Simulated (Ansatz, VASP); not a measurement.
## Mg5O in VASP and in Ansatz

The input INCAR:

```
SYSTEM = Mg5O
PREC = Accurate
ENCUT = 520
EDIFF = 1E-6
ISMEAR = 0
SIGMA = 0.1
LREAL = .False.
LASPH = .True.
NELM = 80
ALGO = Normal
ISIF = 2
LWAVE = .False.
LCHARG = .False.
GGA = PE
NBANDS = 17
```

The input KPOINTS:

```
regular mesh
0
Gamma
  4 4 4
  0 0 0
```

File POSCAR:

```
Mg5O
1.0
    0.0000000000      3.5748630900      3.5748630900
    3.5748630900      0.0000000000      3.5748630900
    3.5748630900      3.5748630900      0.0000000000
Mg O
5 1
Direct
    0.1250000000      0.6250000000      0.6250000000
    0.6250000000      0.6250000000      0.6250000000
    0.6250000000      0.1250000000      0.6250000000
    0.6250000000      0.6250000000      0.1250000000
    0.2500000000      0.2500000000      0.2500000000
    0.0000000000      0.0000000000      0.0000000000
```

Input for Ansatz:

```yaml
crystal:
  lattice:
    - [0.0, 3.57486309, 3.57486309]
    - [3.57486309, 0.0, 3.57486309]
    - [3.57486309, 3.57486309, 0.0]
  atoms:
    - { symbol: Mg, position: [0.125, 0.625, 0.625] }
    - { symbol: Mg, position: [0.625, 0.625, 0.625] }
    - { symbol: Mg, position: [0.625, 0.125, 0.625] }
    - { symbol: Mg, position: [0.625, 0.625, 0.125] }
    - { symbol: Mg, position: [0.25, 0.25, 0.25] }
    - { symbol: O, position: [0.0, 0.0, 0.0] }
basis:
  ecutwfc: 420
kpoints:
  mp_grid: { grid: [4, 4, 4] }
hamiltonian:
  xc: pbe
scf:
  occupations: { method: gaussian, width: 0.1 }
  lower_state_search: "off"
output:
  forces: true
  stress: true
  eigenvalues: true
```

Change from the starting cell: species swapped into the ErCu5 type (F-43m, No. 216).

Alike in both runs: task single point; functional PBE; k mesh 4 × 4 × 4; occupations gaussian, width 0.1 eV; no spin polarisation.

|  | VASP | Ansatz |
| --- | --- | --- |
| version | VASP 6.6.1 | Ansatz 0.2.0 |
| potentials or method | VASP PAW PBE potentials, release 64 (Mg, O), cutoff 520 eV | scalar-relativistic, plane waves, PAW |
| valence electrons in the cell | 16 | 56 |

Ansatz gave:

```
gap on the k mesh at the Fermi level (eV) : none
pressure (GPa)                            : 25.7
```

Estimate VASP's values.

gap on the k mesh at the Fermi level (eV): none; pressure (GPa): 25.9.

A gap of «none» marks a metal or a gap that the smearing closes. VASP's potentials hold 16 valence electrons a cell and Ansatz's 56, so a difference there can come from the potentials and not from the codes.

The k mesh is coarse, so the values compare programs but aren't converged.
